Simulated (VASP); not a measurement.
Crystal: TiC.

```
Ti C
1.0
     0.00000    2.16572    2.16572
     2.16572    0.00000    2.16572
     2.16572    2.16572    0.00000
Ti C
1 1
Direct
  0.00000 0.00000 0.00000
  0.50000 0.50000 0.50000
```

| Property | Result |
| --- | --- |
| Program | VASP 6.6.1 |
| Task | relaxation of cell and atoms |
| Functional | LDA |
| Potentials or basis | VASP PAW LDA potentials, release 64 (Ti_sv, C_h) |
| Cutoff | 910 eV |
| k mesh | 11 × 11 × 11 |
| Occupations | fermi-dirac, width 0.05 eV |
| Spin | no spin polarisation |
| Hubbard terms | Ti d U = 6.0 eV |

At the start: pressure 5.2 GPa; volume 10.16 Å³/atom.

Problem. How do energy, volume and symmetry change on relaxing?

Solution. Over 3 steps the energy falls by 3.1 meV/atom and the volume is 10.35 Å³/atom (+1.9 %); space group Fm-3m (No. 225, to 0.1 Å) before and after.

The path:
```
step  energy change (eV)  largest force (eV/Å)  pressure (GPa)  volume (Å³)
   1              0.0000                0.0000            5.18        20.32
   2              0.0070                0.0000           -7.00        21.30
   3             -0.0062                0.0000           -0.04        20.71
```

Final structure:
```yaml
crystal:
  lattice:
    - [0.00000, 2.17958, 2.17958]
    - [2.17958, 0.00000, 2.17958]
    - [2.17958, 2.17958, 0.00000]
  atoms:
    - { symbol: Ti, position: [0.00000, 0.00000, 0.00000] }
    - { symbol: C, position: [0.50000, 0.50000, 0.50000] }
```

Caveat: the cutoff is under 1.25 times the usual one of these potentials, so pressure, stress and relaxed cells hold a basis-set (Pulay) error; U without spin polarisation on a metal has little footing; the U is typed as a test and isn't derived for this compound.
